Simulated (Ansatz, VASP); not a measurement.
One calculation of EuS, two programs

The input INCAR:

```
SYSTEM = EuS
  PREC = Accurate
  ENCUT = 600
  EDIFF = 1E-6
  ISMEAR = -1
  SIGMA = 0.05
  LREAL = .FALSE.
  LASPH = .TRUE.
  NELM = 200
  ALGO = Normal
  ISIF = 2
  LWAVE = .FALSE.
  LCHARG = .FALSE.
  ISPIN = 2
  MAGMOM = 7 0
  LORBIT = 11
  LMAXMIX = 6
  GGA = PE
  NBANDS = 22
  GGA_COMPAT = .FALSE.
```

The input KPOINTS:

```
Automatic mesh
0
G
  10 10 10
  0 0 0
```

The input POSCAR:

```
EuS
1.0
    0.0000000000      2.9785000000      2.9785000000
    2.9785000000      0.0000000000      2.9785000000
    2.9785000000      2.9785000000      0.0000000000
Eu S
1 1
Direct
    0.0000000000      0.0000000000      0.0000000000
    0.5000000000      0.5000000000      0.5000000000
```

Input for Ansatz:

```yaml
crystal:
  lattice:
    - [0.0, 2.9785, 2.9785]
    - [2.9785, 0.0, 2.9785]
    - [2.9785, 2.9785, 0.0]
  atoms:
    - { symbol: Eu, position: [0.0, 0.0, 0.0], spin: 7.0 }
    - { symbol: S, position: [0.5, 0.5, 0.5] }
magnetization:
  spin_polarized: true
kpoints:
  mp_grid: { grid: [10, 10, 10] }
  band_path:
    path:
      - [0.0, 0.0, 0.0]
      - [0.5, 0.0, 0.5]
      - [0.625, 0.25, 0.625]
      - [0.375, 0.375, 0.75]
      - [0.0, 0.0, 0.0]
      - [0.5, 0.5, 0.5]
      - [0.5, 0.25, 0.75]
      - [0.5, 0.0, 0.5]
    npoints: 8
scf:
  occupations: { method: fermi_dirac, width: 0.05 }
hamiltonian:
  xc: pbe
  pseudopotentials: { kind: all_electron, lapw: { basis_error: 0.00025 } }
output:
  forces: true
  stress: true
  eigenvalues: true
  populations: true
  dos: { projected: true, de: 0.2, e_range: [-14, 8] }
```

Alike in both runs: task single point; functional PBE; k mesh 10 × 10 × 10; occupations fermi-dirac, width 0.05 eV; collinear spin.

```csv
,VASP,Ansatz
version,VASP 6.6.1,Ansatz 0.2.0
potentials or method,"VASP PAW PBE potentials, release 64 (Eu, S), cutoff 600 eV","all-electron LAPW, scalar-relativistic"
```

```tsv
	VASP	Ansatz	Ansatz less VASP
pressure (GPa)	-2.8	-2.4	+0.37
net moment per atom (μB)	3.49	3.49	+0.002
size of the moment on the site where the two differ most (μB)	6.59	6.91	+0.325
```

Site moments also hang on the region over which each program counts them. Ansatz ran all-electron here, and VASP with PAW potentials.

Neither program's run includes spin-orbit coupling.
